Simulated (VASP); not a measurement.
Input of a VASP 6.6.1 run:

The input INCAR:

```
PREC     = Accurate       # precision mode
ENCUT    = 520            # plane-wave cutoff, eV
EDIFF    = 1E-6           # SCF threshold, eV
ISMEAR   = 0              # smearing method
SIGMA    = 0.1            # smearing width, eV
LREAL    = False          # projectors in reciprocal space
LASPH    = True           # aspherical terms in the spheres
NELM     = 100            # most SCF steps
ALGO     = Fast           # electronic algorithm
ISIF     = 2              # what is computed and relaxed
LWAVE    = False          # write WAVECAR
LCHARG   = False          # write CHGCAR
GGA      = PE             # functional
NBANDS   = 22             # bands
```

Contents of KPOINTS:

```
Automatic mesh
0
Gamma
  6 6 6
```

The input POSCAR:

```
Cs3H
1.0
   -2.1223033100      2.9643460600      6.0011613700
    2.1223033100     -2.9643460600      6.0011613700
    2.1223033100      2.9643460600     -6.0011613700
Cs H
3 1
Direct
    0.7565909000      0.7565909000      0.0000000000
    0.2434091000      0.2434091000      0.0000000000
    0.0000000000      0.5000000000      0.5000000000
    0.5000000000      0.0000000000      0.5000000000
```

Potentials or basis: VASP PAW PBE potentials, release 64 (Cs_sv, H).

Run with:

```console
$ cat potpaw_PBE.64/Cs_sv/POTCAR potpaw_PBE.64/H/POTCAR > POTCAR
$ mpirun -np 1 vasp_std > vasp.out
```

Problem. Predict the pressure.

Solution. 3.6 GPa.

Problem. What does it give for the largest force?

Solution. 0.545 eV/Å.

Problem. Estimate the band gap on the k mesh.

Solution. Zero (bands 14 and 15 overlap by 1.04 eV).

Stress tensor (GPa, compression positive):
```
5.27 0.00 0.00
0.00 2.36 0.00
0.00 0.00 3.11
```

Caveat: the cell stands under pressure; spin-orbit coupling is left out, which moves the levels of the heavy elements.
